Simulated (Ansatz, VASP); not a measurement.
## MgO in VASP and in Ansatz

```
Mg O
1.0
     2.62335    0.00000    0.00000
     0.00000    2.62335    0.00000
     0.00000    0.00000    2.62335
Mg O
1 1
Direct
  0.00000 0.00000 0.00000
  0.50000 0.50000 0.50000
```

Alike in both runs: task single point; functional r2SCAN; k mesh 8 × 8 × 8; no spin polarisation.

|  | VASP | Ansatz |
| --- | --- | --- |
| version | VASP 6.6.1 | Ansatz 0.2.0 |
| potentials or method | VASP PAW PBE potentials, release 64 (Mg, O) | plane waves, PAW |
| plane-wave cutoff (eV) | 520 | 500 |
| occupations | gaussian, width 0.01 eV | fixed |
| valence electrons in the cell | 8 | 16 |

|  | VASP | Ansatz | Ansatz less VASP |
| --- | --- | --- | --- |
| gap on the k mesh at the Fermi level (eV) | 3.45 | 3.49 | +0.040 |
| pressure (GPa) | -1.2 | 0.0 | +1.21 |

VASP's potentials were made for PBE, not for r2SCAN. VASP's potentials hold 8 valence electrons a cell and Ansatz's 16, so a difference there can come from the potentials and not from the codes.
